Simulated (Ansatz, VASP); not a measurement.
# Two plane-wave programs on InAs

INCAR

```
SYSTEM = InAs
  ALGO = Normal
  EDIFF = 1E-6
  EDIFFG = -0.001
  ENCUT = 600
  IBRION = 2
  ISIF = 3
  ISMEAR = -1
  LASPH = .TRUE.
  LCHARG = .FALSE.
  LREAL = .FALSE.
  LWAVE = .FALSE.
  NELM = 100
  NSW = 80
  PREC = Accurate
  SIGMA = 0.15
```

KPOINTS

```
k-points
0
G
  12 12 12
  0 0 0
```

The input POSCAR:

```
InAs
1.0
    0.0000000000      3.0130238431      3.0130238431
    3.0130238431      0.0000000000      3.0130238431
    3.0130238431      3.0130238431      0.0000000000
In As
1 1
Direct
    0.2500000000      0.2500000000      0.2500000000
    0.0000000000      0.0000000000      0.0000000000
```

Input for Ansatz:

```yaml
crystal:
  lattice:
    - [0.0, 3.0130238431, 3.0130238431]
    - [3.0130238431, 0.0, 3.0130238431]
    - [3.0130238431, 3.0130238431, 0.0]
  atoms:
    - { symbol: In, position: [0.25, 0.25, 0.25] }
    - { symbol: As, position: [0.0, 0.0, 0.0] }
basis:
  ecutwfc: 420
kpoints:
  mp_grid: { grid: [12, 12, 12] }
hamiltonian:
  xc: lda
  pseudopotentials: { kind: paw, azcp: { folder: soft_1 } }
scf:
  occupations: { method: fermi_dirac, width: 0.15 }
output:
  forces: true
  stress: true
  eigenvalues: true
  write_density: true
  write_potential: true
  elf: true
  volumetric_format: npy
relax:
  adjacent_minimum: "off"
  f_tol: 0.001
  max_steps: 60
  cell: { stress_tol: 0.01 }
```

Alike in both runs: task relaxation of cell and atoms; functional LDA; k mesh 12 × 12 × 12; occupations fermi-dirac, width 0.15 eV; no spin polarisation.

|  | VASP | Ansatz |
| --- | --- | --- |
| version | VASP 6.6.1 | Ansatz 0.2.0 |
| potentials or method | VASP PAW LDA potentials, release 64 (In_d, As), cutoff 600 eV | scalar-relativistic, plane waves, PAW |
| valence electrons in the cell | 18 | 28 |

```csv
,VASP,Ansatz,Ansatz less VASP
"gap on the k mesh at the Fermi level, each at its own relaxed structure (eV)",none,none,-
relaxed volume (Å³/atom),27.44,27.35,-0.085
relaxed cell length with the largest relative difference (Å),4.265,4.261,-0.0044
```

Ansatz warns that its potentials were made for another functional, while VASP's fit it. LDA's correlation is that of Perdew and Zunger in VASP and of Perdew and Wang (1992) in Ansatz. A gap of «none» marks a metal or a gap that the smearing closes. VASP's potentials hold 18 valence electrons a cell and Ansatz's 28, so a difference there can come from the potentials and not from the codes.
